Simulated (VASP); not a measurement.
SnO2, 12 atoms in the cell. Symmetry: Pbcn, No. 60, orthorhombic system. Conventional cell: a = 5.014 Å, b = 5.740 Å, c = 5.554 Å, α = 90.00°, β = 90.00°, γ = 90.00°. Sn (site symmetry 2) has 6 O at 2.11 to 2.18 Å within 2.8 Å. O (site symmetry 1) has 4 Sn at 2.11 to 3.40 Å and 12 O at 2.76 to 3.31 Å within 3.5 Å. 

- Program: VASP 6.6.1
- Task: single point
- Functional: PBE
- Potentials or basis: VASP PAW PBE potentials, release 64 (Sn_d, O)
- Cutoff: 520 eV
- k mesh: 6 × 6 × 6
- Occupations: gaussian, width 0.05 eV
- Spin: no spin polarisation
- Dipole correction: no
- Further INCAR settings: ALGO = Normal; EDIFF = 1e-06; NBANDS = 64

Potentials or basis: VASP PAW PBE potentials, release 64 (Sn_d, O).

The run is started by

```bash
$ cat potpaw_PBE.64/Sn_d/POTCAR potpaw_PBE.64/O/POTCAR > POTCAR
$ mpirun -np 1 vasp_std > vasp.out
```

Hardware: 1 thread of Oxide Virtual Turin-like Processor, with other jobs on the host.

Question: Estimate the wall time of this run.

Answer: Run time: 12 min on 1 thread of Oxide Virtual Turin-like Processor, on a shared host, peak memory 0.53 GiB. Counts: scf iterations 14, k points 64.
